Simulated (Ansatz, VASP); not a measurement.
**Two plane-wave programs on Zr2Mo**

```xyz
6
Lattice="0.0000 3.9484 3.9484 3.9484 0.0000 3.9484 3.9484 3.9484 0.0000" Properties=species:S:1:pos:R:3 pbc="T T T"
Zr    0.9871    0.9871    0.9871
Zr    0.9871    2.9613    2.9613
Zr    2.9613    2.9613    0.9871
Zr    2.9613    0.9871    2.9613
Mo    3.9484    3.9484    3.9484
Mo    5.9225    5.9225    5.9225
```

Alike in both runs: functional PBE; k mesh 8 × 8 × 8; occupations gaussian, width 0.1 eV; no spin polarisation.

Ansatz relaxed the structure, and its values are those at the end. VASP's run is a single point on that final structure, the one shown.

```csv
,VASP,Ansatz
version,VASP 6.6.1,Ansatz 0.2.0
potentials or method,"VASP PAW PBE potentials, release 64 (Zr_sv, Mo_sv), cutoff 520 eV","scalar-relativistic, plane waves, PAW"
valence electrons in the cell,76,76
```

Ansatz gave:

- gap on the k mesh at the Fermi level (eV): none
- pressure (GPa): 0.0

Task: Estimate VASP's values.

Result: gap on the k mesh at the Fermi level (eV): none; pressure (GPa): 0.1.

A gap of «none» marks a metal or a gap that the smearing closes. With one functional, cell and mesh, what is left measures potentials, basis and numerics.
